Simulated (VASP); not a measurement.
# VSi2 (P6_422) in VASP: a series of runs, part 2 of 2

VASP 6.6.1. The steps go on from the part before.

**3. Single point, PBEsol (13.19 Å³/atom)**

This run uses another cell than the first one, of 13.19 Å³/atom.

Input file INCAR:

```
SYSTEM = VSi2
ALGO = Normal
EDIFF = 1E-6
ENCUT = 520
GGA = PS
ISIF = 2
ISMEAR = 0
LASPH = .TRUE.
LCHARG = .FALSE.
LREAL = .FALSE.
LWAVE = .FALSE.
NBANDS = 42
NELM = 80
PREC = Accurate
SIGMA = 0.1
```

Input file KPOINTS:

```
k-points
0
G
  12 12 6
  0 0 0
```

Input file POSCAR:

```
VSi2
1.0
    4.6188224216      0.0000000000      0.0000000000
   -2.3094112108      4.0000175527      0.0000000000
    0.0000000000      0.0000000000      6.4234921882
V Si
3 6
Direct
    0.5000000000      0.0000000000      0.0000000000
    0.5000000000      0.5000000000      0.6666666667
    0.0000000000      0.5000000000      0.3333333333
    0.1628733626      0.3257467252      0.0000000000
    0.8371266374      0.1628733626      0.6666666667
    0.6742532748      0.8371266374      0.3333333333
    0.8371266374      0.6742532748      0.0000000000
    0.1628733626      0.8371266374      0.6666666667
    0.3257467252      0.1628733626      0.3333333333
```

Potentials or basis: VASP PAW PBE potentials, release 64 (V_sv, Si).

Run with:

```console
$ cat potpaw_PBE.64/V_sv/POTCAR potpaw_PBE.64/Si/POTCAR > POTCAR
$ mpirun -np 1 vasp_std > vasp.out
```

OUTCAR:

```text
SYSTEM = VSi2
   EDIFF = 1E-6
   ENCUT = 520
   GGA = PS
   ISIF = 2
   ISMEAR = 0
   LASPH = .TRUE.
   LREAL = .FALSE.
   NELM = 80
   PREC = Accurate

 ion  position               nearest neighbor table
   1  0.500  0.000  0.000-   5 2.53   8 2.53   6 2.53   9 2.53   4 2.65   7 2.65   4 2.65   7 2.65
                             4 2.70   7 2.70
   2  0.500  0.500  0.667-   4 2.53   7 2.53   6 2.53   9 2.53   8 2.65   5 2.65   8 2.65   5 2.65
                             8 2.70   5 2.70
   3  0.000  0.500  0.333-   4 2.53   7 2.53   5 2.53   8 2.53   6 2.65   9 2.65   9 2.65   6 2.65
                             6 2.70   9 2.70
   4  0.163  0.326  0.000-   9 2.51   5 2.51   2 2.53   3 2.53   7 2.61   1 2.65   1 2.65   1 2.70
                             7 2.70   7 2.70   8 3.11   6 3.11
   5  0.837  0.163  0.667-   4 2.51   6 2.51   1 2.53   3 2.53   8 2.61   2 2.65   2 2.65   2 2.70
                             8 2.70   8 2.70   7 3.11   9 3.11
   6  0.674  0.837  0.333-   7 2.51   5 2.51   1 2.53   2 2.53   9 2.61   3 2.65   3 2.65   3 2.70
                             9 2.70   9 2.70   4 3.11   8 3.11
   7  0.837  0.674  0.000-   6 2.51   8 2.51   2 2.53   3 2.53   4 2.61   1 2.65   1 2.65   1 2.70
                             4 2.70   4 2.70   5 3.11   9 3.11
   8  0.163  0.837  0.667-   7 2.51   9 2.51   1 2.53   3 2.53   5 2.61   2 2.65   2 2.65   2 2.70
                             5 2.70   5 2.70   4 3.11   6 3.11
   9  0.326  0.163  0.333-   4 2.51   8 2.51   1 2.53   2 2.53   6 2.61   3 2.65   3 2.65   3 2.70
                             6 2.70   6 2.70   7 3.11   5 3.11

  LATTYP: Found a hexagonal cell.
 ALAT       =     4.6188224216
 C/A-ratio  =     1.3907207513

  Lattice vectors:

 A1 = (   4.6188224216,   0.0000000000,   0.0000000000)
 A2 = (  -2.3094112108,   4.0000175527,   0.0000000000)
 A3 = (   0.0000000000,   0.0000000000,   6.4234921882)

Analysis of symmetry for initial positions (statically):
=====================================================================
 Subroutine PRICEL returns:
 Original cell was already a primitive cell.

 Routine SETGRP: Setting up the symmetry group for a
 hexagonal supercell.

 Subroutine GETGRP returns: Found 12 space group operations
 (whereof  4 operations were pure point group operations)
 out of a pool of 24 trial point group operations.

The static configuration has the point symmetry D_2 .
 The point group associated with its full space group is D_6 .

Analysis of symmetry for dynamics (positions and initial velocities):
=====================================================================
 Subroutine PRICEL returns:
 Original cell was already a primitive cell.

 Routine SETGRP: Setting up the symmetry group for a
 hexagonal supercell.

 Subroutine GETGRP returns: Found 12 space group operations
 (whereof  4 operations were pure point group operations)
 out of a pool of 24 trial point group operations.

The dynamic configuration has the point symmetry D_2 .
 The point group associated with its full space group is D_6 .

 Subroutine INISYM returns: Found 12 space group operations
 (whereof  4 operations are pure point group operations),
 and found     1 'primitive' translations

----------------------------------------------------------------------------------------
[... 88 lines left out ...]
 [... further k-points ...]
   k-points           NKPTS =     76   k-points in BZ     NKDIM =     76   number of bands    NBANDS=     42
   number of dos      NEDOS =    301   number of ions     NIONS =      9
   total plane-waves  NPLWV =  62208
   dimension x,y,z NGX =    36 NGY =   36 NGZ =   48
   dimension x,y,z NGXF=    72 NGYF=   72 NGZF=   96
   ions per type =               3   6
   NGX,Y,Z   is equivalent  to a cutoff of  12.96, 12.96, 12.42 a.u.
   NGXF,Y,Z  is equivalent  to a cutoff of  25.92, 25.92, 24.85 a.u.
 SYSTEM =  VSi2
   PREC   = accura    normal or accurate (medium, high low for compatibility)
   ISTART =      0    job   : 0-new  1-cont  2-samecut
   ICHARG =      2    charge: 1-file 2-atom 10-const
   ISPIN  =      1    spin polarized calculation?
   LNONCOLLINEAR =      F non collinear calculations
   LSORBIT =      F    spin-orbit coupling
   LASPH  =      T    aspherical Exc in radial PAW
   ENCUT  =  520.0 eV  38.22 Ry    6.18 a.u.   8.59  8.59 11.94*2*pi/ulx,y,z
   NELM   =     80;   NELMIN=  2; NELMDL= -5     # of ELM steps
   EDIFF  = 0.1E-05   stopping-criterion for ELM
   LREAL  =      F    real-space projection
   EDIFFG = 0.1E-04   stopping-criterion for IOM
   NSW    =      0    number of steps for IOM
   IBRION =     -1    ionic relax: 0-MD 1-quasi-New 2-CG
   NFREE  =      0    steps in history (QN), initial steepest desc. (CG)
   ISIF   =      2    stress and relaxation
   ISYM   =      2    0-nonsym 1-usesym 2-fastsym
   POTIM  = 0.5000    time-step for ionic-motion
   TEBEG  =    0.0;   TEEND  =   0.0 temperature during run
   PSTRESS=    0.0 pullay stress
   NELECT =      63.0000    total number of electrons
   NUPDOWN=      -1.0000    fix difference up-down
   EMIN   =  10.00;   EMAX   =-10.00  energy-range for DOS
   EFERMI =   0.00;   METHOD = LEGACY
   ISMEAR =     0;   SIGMA  =   0.10  broadening in eV -4-tet -1-fermi 0-gaus
   EFERMI_NEDOS =   21; number of points for ismear=-14 and -15
   IALGO  =     38    algorithm
   IMIX   =      4    mixing-type and parameters
     AMIX     =   0.40;   BMIX     =  1.00
     AMIX_MAG =   1.60;   BMIX_MAG =  1.00
  volume/ion in A,a.u.               =      13.19        88.99
  Fermi-wavevector in a.u.,A,eV,Ry     =   1.325563  2.504950 23.907016  1.757116
  Thomas-Fermi vector in A             =   2.455014
   LORBIT       =      0    0 simple, 1 ext, 2 COOP (PROOUT), +10 PAW based schemes
   GGA     = PS    functional components
   LHFCALC =     F    Hartree Fock is set to
   AEXX    =    0.0000 exact exchange contribution
   IVDW    =     0    specifies the selected vdW correction
   LEPSILON=     F    determine dielectric tensor
   LRPA    =     F    only Hartree local field effects (RPA)
 non-spin polarized calculation
 Gauss-broadening in eV      SIGMA  =   0.10
  energy-cutoff  :      520.00
  volume of cell :      118.68
 maximum number of plane-waves:      3230
 NGX is ok and might be reduce to    36
   NGX = 17   NGY = 17   NGZ = 23

 number of electron      62.9999991 magnetization

 Free energy of the ion-electron system (eV)
  ---------------------------------------------------
  ext. energy  EPLUGINS =         0.00000000
  ---------------------------------------------------
  free energy    TOTEN  =       -68.52653489 eV

  energy without entropy =      -68.49293766  energy(sigma->0) =      -68.50973627

 E-fermi :  10.7240     XC(G=0): -12.1225

 val. band max:       10.7131113651   @ k =   0.3333   0.1667   0.5000
 cond. band min:      10.7279047241   @ k =   0.3333   0.0833   0.3333
 fundamental gap:      0.0147933591
 Fermi energy:        10.7239768744

 k-point     1 :       0.0000    0.0000    0.0000
  band No.  band energies     occupation
      1     -53.0488      2.00000
      2     -53.0354      2.00000
      3     -53.0354      2.00000
      4     -27.1065      2.00000
      5     -27.1065      2.00000
      6     -27.0911      2.00000
[... 1069 lines left out ...]
     41      13.8335      0.00000
     42      14.0558      0.00000

 [... further k-points ...]

------------------------ aborting loop because EDIFF is reached ----------------------------------------

  FORCE on cell =-STRESS in cart. coord.  units (eV):
  Direction    XX          YY          ZZ          XY          YZ          ZX
  --------------------------------------------------------------------------------------
  -------------------------------------------------------------------------------------
  Total       -6.9289743     -6.9289743     -6.8917442      0.0000000      0.0000000      0.0000000
  in kB      -93.5438355    -93.5438355    -93.0412135      0.0000000      0.0000000      0.0000000
  external PRESSURE =     -93.3762948 kB  Pullay stress =       0.0000000 kB

 VOLUME and BASIS-vectors are now :
 -----------------------------------------------------------------------------
  energy-cutoff  :      520.00
  volume of cell :      118.68
      direct lattice vectors                 reciprocal lattice vectors
     4.618822422  0.000000000  0.000000000     0.216505401  0.124999451  0.000000000
    -2.309411211  4.000017553  0.000000000     0.000000000  0.249998903  0.000000000
     0.000000000  0.000000000  6.423492188     0.000000000  0.000000000  0.155678558

 POSITION                                       TOTAL-FORCE (eV/Angst)
 -----------------------------------------------------------------------------------
      2.30941      0.00000      0.00000         0.000000     -0.000000     -0.000000
      1.15471      2.00001      4.28233         0.000000     -0.000000      0.000000
     -1.15471      2.00001      2.14116         0.000000     -0.000000      0.000000
      0.00000      1.30299      0.00000        -0.000000      0.001757     -0.000000
      3.49040      0.65150      4.28233        -0.001522      0.000879     -0.000000
      1.18099      3.34852      2.14116        -0.001522     -0.000879     -0.000000
      2.30941      2.69702      0.00000         0.000000     -0.001757     -0.000000
     -1.18099      3.34852      4.28233         0.001522     -0.000879     -0.000000
      1.12842      0.65150      2.14116         0.001522      0.000879     -0.000000
 -----------------------------------------------------------------------------------
    total drift:                               -0.000000      0.000000     -0.000001

  FREE ENERGIE OF THE ION-ELECTRON SYSTEM (eV)
  ---------------------------------------------------
  free  energy   TOTEN  =       -68.5265348862 eV

  energy  without entropy=      -68.4929376573  energy(sigma->0) =      -68.50973627
```

Wall time 2.8 min (1 thread of Intel Xeon 6975P-C (Granite Rapids), shared host); peak memory 0.41 GiB.

What came out:

- Free energy: -68.5265 eV
- Pressure: -9.3 GPa
- Band gap on the k mesh: zero (an odd number of electrons rules out a gap without spin polarisation)

Levels at points of the mesh, in eV from the Fermi level:
```
           k point  band 28  band 29  band 30  band 31  band 32  band 33  band 34  band 35  band 36  band 37
(0.00, 0.00, 0.00)    -2.05    -2.05    -1.75    -1.75    -1.67     0.35     1.98     2.30     2.30     2.38
(0.50, 0.00, 0.00)    -1.34    -0.68    -0.54    -0.10     0.04     0.40     0.99     1.32     1.39     2.10
(0.00, 0.00, 0.50)    -1.94    -1.79    -1.79    -1.51     0.52     0.52     1.95     2.31     2.38     2.44
(0.50, 0.00, 0.50)    -1.39    -1.36    -1.26    -0.44    -0.07     0.78     1.19     1.62     1.68     1.93
```

Caveat: the cell stands under tension; the PAW data sets were made with another functional, which shifts forces and pressure a little.

**4. Relaxation of shape and atoms at fixed volume, PBEsol (12.07 Å³/atom)**

This run uses another cell than the first one, of 12.07 Å³/atom.

Input file INCAR:

```
PREC = Accurate ; ENCUT = 600
EDIFF = 1E-6 ; ISMEAR = 0
SIGMA = 0.1 ; LREAL = False
LASPH = True ; NELM = 100
ALGO = Normal ; ISIF = 4
LWAVE = False ; LCHARG = False
GGA = PS ; IBRION = 2
NSW = 50 ; EDIFFG = -0.01
```

Input file KPOINTS:

```
Automatic mesh
0
Gamma
  12 12 6
```

Input file POSCAR:

```
VSi2
1.0
    4.4760682021      0.0000000000      0.0000000000
   -2.2380341011      3.8763887721      0.0000000000
    0.0000000000      0.0000000000      6.2590181296
V Si
3 6
Direct
    0.5000000000      0.0000000000      0.0000000000
    0.5000000000      0.5000000000      0.6666666667
    0.0000000000      0.5000000000      0.3333333333
    0.1632516007      0.3265032015      0.0000000000
    0.8367483993      0.1632516007      0.6666666667
    0.6734967985      0.8367483993      0.3333333333
    0.8367483993      0.6734967985      0.0000000000
    0.1632516007      0.8367483993      0.6666666667
    0.3265032015      0.1632516007      0.3333333333
```

Run with:

```console
$ cat potpaw_PBE.64/V_sv/POTCAR potpaw_PBE.64/Si/POTCAR > POTCAR
$ mpirun -np 1 vasp_std > vasp.out
```

Wall time 7.8 min (1 thread of Intel Xeon 6975P-C (Granite Rapids), shared host); peak memory 0.44 GiB.

The run converged. Its results:

- Free energy: -68.6586 eV
- Energy gained by relaxing: 0.1 meV/atom
- Ionic steps: 7
- Pressure after relaxing: 6.3 GPa
- Largest force after relaxing: 0.003 eV/Å
- Band gap on the k mesh: zero (an odd number of electrons rules out a gap without spin polarisation)

Forces in eV/Å, atoms in the order of the input:
```
V    0.000  0.000  0.000
V    0.000  0.000  0.000
V    0.000  0.000  0.000
Si   0.000  0.003  0.000
Si  -0.003  0.002  0.000
Si  -0.003 -0.002  0.000
Si   0.000 -0.003  0.000
Si   0.003 -0.002  0.000
Si   0.003  0.002  0.000
```

The path:
```tsv
step	energy change (eV)	largest force (eV/Å)	pressure (GPa)	volume (Å³)
1	0.0000	0.0188	6.39	108.60
2	-0.0005	0.0079	6.32	108.60
3	-0.0006	0.0106	6.34	108.60
4	-0.0006	0.0108	6.34	108.60
5	-0.0004	0.0147	6.37	108.60
6	-0.0006	0.0109	6.35	108.60
7	-0.0006	0.0031	6.35	108.60
```

Final structure:
```yaml
crystal:
  lattice:
    - [4.47253, 0.00000, 0.00000]
    - [-2.23627, 3.87333, 0.00000]
    - [0.00000, 0.00000, 6.26892]
  atoms:
    - { symbol: V, position: [0.50000, 0.00000, 0.00000] }
    - { symbol: V, position: [0.50000, 0.50000, 0.66667] }
    - { symbol: V, position: [0.00000, 0.50000, 0.33333] }
    - { symbol: Si, position: [0.16340, 0.32679, 0.00000] }
    - { symbol: Si, position: [0.83660, 0.16340, 0.66667] }
    - { symbol: Si, position: [0.67321, 0.83661, 0.33333] }
    - { symbol: Si, position: [0.83660, 0.67321, 0.00000] }
    - { symbol: Si, position: [0.16340, 0.83661, 0.66667] }
    - { symbol: Si, position: [0.32679, 0.16340, 0.33333] }
```

Levels at points of the mesh, in eV from the Fermi level:
| k point | band 28 | band 29 | band 30 | band 31 | band 32 | band 33 | band 34 | band 35 |
| --- | --- | --- | --- | --- | --- | --- | --- | --- |
| (0.00, 0.00, 0.00) | -2.20 | -2.20 | -1.94 | -1.94 | -1.79 | 0.34 | 2.27 | 2.62 |
| (0.50, 0.00, 0.00) | -1.47 | -0.75 | -0.65 | -0.15 | 0.07 | 0.43 | 1.10 | 1.50 |
| (0.00, 0.00, 0.50) | -2.01 | -1.97 | -1.97 | -1.74 | 0.55 | 0.55 | 2.29 | 2.65 |
| (0.50, 0.00, 0.50) | -1.51 | -1.49 | -1.30 | -0.50 | -0.03 | 0.88 | 1.38 | 1.87 |

Caveat: the PAW data sets were made with another functional, which shifts forces and pressure a little.

**5. The runs side by side**

```tsv
task	cell	cutoff (eV)	gap on the mesh (eV)	pressure (GPa)
single point	a = 4.571, b = 4.571, c = 6.374 Å, angles 90.0, 90.0, 120.0°, 9 atoms	520	none	-4.9
single point	a = 4.619, b = 4.619, c = 6.423 Å, angles 90.0, 90.0, 120.0°, 9 atoms	520	none	-9.3
relaxation of shape and atoms at fixed volume	relaxed from a = 4.476, b = 4.476, c = 6.259 Å, angles 90.0, 90.0, 120.0°, 9 atoms	600	none	6.3
```

Alike in all rows: level PBEsol; potentials or basis VASP PAW PBE potentials, release 64 (V_sv, Si); no spin polarisation; k mesh 12 × 12 × 6; smearing gaussian 0.1 eV.

Caveats: the PAW data sets were made with another functional, which shifts forces and pressure a little; the cell stands under tension (at least some runs).

Absolute energies hang on the potentials; compare differences alone.
